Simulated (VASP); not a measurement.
BaTiO3:

```xyz
5
Lattice="2.8274 1.6324 2.3184 -2.8274 1.6324 2.3184 0.0000 -3.2648 2.3184" Properties=species:S:1:pos:R:3 pbc="T T T"
Ba    0.0000    0.0000    0.0000
Ti    0.0000    0.0000    3.3698
O     1.3885   -0.8017    2.3988
O    -1.3885   -0.8017    2.3988
O     0.0000    1.6033    2.3988
```

```yaml
Program: VASP 6.6.1
Task: relaxation of cell and atoms
Functional: r2SCAN
Potentials_or_basis: VASP PAW PBE potentials, release 64 (Ba_sv, Ti_sv, O)
Cutoff: 600 eV
k_mesh: 7 × 7 × 7
Occupations: fermi-dirac, width 0.05 eV
Spin: no spin polarisation
```

At the start: pressure 3.8 GPa; volume 12.84 Å³/atom.

**Question.** Where does the relaxation end?

**Answer.** Over 11 steps the energy falls by 3.4 meV/atom and the volume is 13.14 Å³/atom (+2.3 %); space group R3m (No. 160, to 0.05 Å).

The path:
```csv
step,energy change (eV),largest force (eV/Å),pressure (GPa),volume (Å³)
1,0.0000,0.2555,3.77,64.20
2,0.0091,0.3075,-4.27,67.05
3,-0.0155,0.0906,0.03,65.44
4,-0.0155,0.0910,0.10,65.41
5,-0.0162,0.0625,0.08,65.48
6,-0.0167,0.0406,0.07,65.58
7,-0.0169,0.0303,-0.07,65.66
8,-0.0169,0.0242,-0.15,65.70
9,-0.0169,0.0241,0.21,65.62
10,-0.0170,0.0009,0.04,65.66
11,-0.0170,0.0010,0.01,65.68
```

Final structure:
```
CELL_PARAMETERS angstrom
2.84836 1.64450 2.33702
-2.84836 1.64450 2.33702
0.00000 -3.28900 2.33702
ATOMIC_POSITIONS crystal
Ba 0.99753 0.99753 0.99753
Ti 0.48426 0.48426 0.48426
O 0.50932 0.01877 0.50932
O 0.01877 0.50932 0.50932
O 0.50932 0.50932 0.01877
```

Caveat: the PAW data sets were made with another functional, which shifts forces and pressure a little.
